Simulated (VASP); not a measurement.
# Os: relaxation of cell and atoms with PBEsol

Crystal: Os.

```xyz
2
Lattice="2.7341 0.0000 0.0000 -1.3671 2.3678 0.0000 0.0000 0.0000 4.3197" Properties=species:S:1:pos:R:3 pbc="T T T"
Os    1.3671    0.7893    3.2398
Os    0.0000    1.5785    1.0799
```

* Program: VASP 6.6.1
* Task: relaxation of cell and atoms
* Functional: PBEsol
* Potentials or basis: VASP PAW PBE potentials, release 64 (Os)
* Cutoff: 600 eV
* k mesh: 11 × 11 × 6
* Occupations: fermi-dirac, width 0.05 eV
* Spin: no spin polarisation
* Dipole correction: no
* Further INCAR settings: ALGO = Normal; EDIFF = 1e-07; IBRION = 2; EDIFFG = -0.02; NSW = 80; ISIF = 3

```json
{"Relaxed volume": "13.92 Å³/atom", "Relaxed cell": "a = 2.730 Å, b = 2.730 Å, c = 4.313 Å, α = 90.00°, β = 90.00°, γ = 120.00°", "Space group after relaxing (to 0.05 Å)": "P6_3/mmc (No. 194)", "Energy gained by relaxing": "0.4 meV/atom", "Ionic steps": "3", "Pressure after relaxing": "0.0 GPa", "Band gap on the k mesh": "zero (band 8 reaches 11.51 eV, above the bottom of band 9 at 7.58 eV)"}
```

Stress tensor (GPa, compression positive):
```
-0.05  0.00  0.00
 0.00 -0.05  0.00
 0.00  0.00  0.05
```

Step by step:
```
step  energy change (eV)  largest force (eV/Å)  pressure (GPa)  volume (Å³)
   1              0.0000                0.0000           -2.11        27.96
   2              0.0179                0.0000           10.24        27.23
   3             -0.0009                0.0000           -0.01        27.83
```

Final structure:
```yaml
crystal:
  lattice:
    - [2.72980, 0.00000, 0.00000]
    - [-1.36490, 2.36408, 0.00000]
    - [0.00000, 0.00000, 4.31266]
  atoms:
    - { symbol: Os, position: [0.66667, 0.33333, 0.75000] }
    - { symbol: Os, position: [0.33333, 0.66667, 0.25000] }
```

Levels at points of the mesh, in eV from the Fermi level:
| k point | band 5 | band 6 | band 7 | band 8 | band 9 | band 10 | band 11 | band 12 |
| --- | --- | --- | --- | --- | --- | --- | --- | --- |
| (0.00, 0.00, 0.00) | -2.79 | -2.19 | -2.19 | -1.53 | -1.53 | 0.04 | 1.75 | 1.75 |
| (0.00, 0.00, 0.50) | -3.24 | -3.24 | -3.24 | -3.24 | 0.96 | 0.96 | 0.96 | 0.96 |

Wall time 28 s on 1 thread of Intel(R) Xeon(R) Platinum 8375C CPU @ 2.90GHz (Ice Lake), with other jobs on the host, peak memory 0.17 GiB.

Caveat: the PAW data sets were made with another functional, which shifts forces and pressure a little; spin-orbit coupling is left out, which moves the levels of the heavy elements.
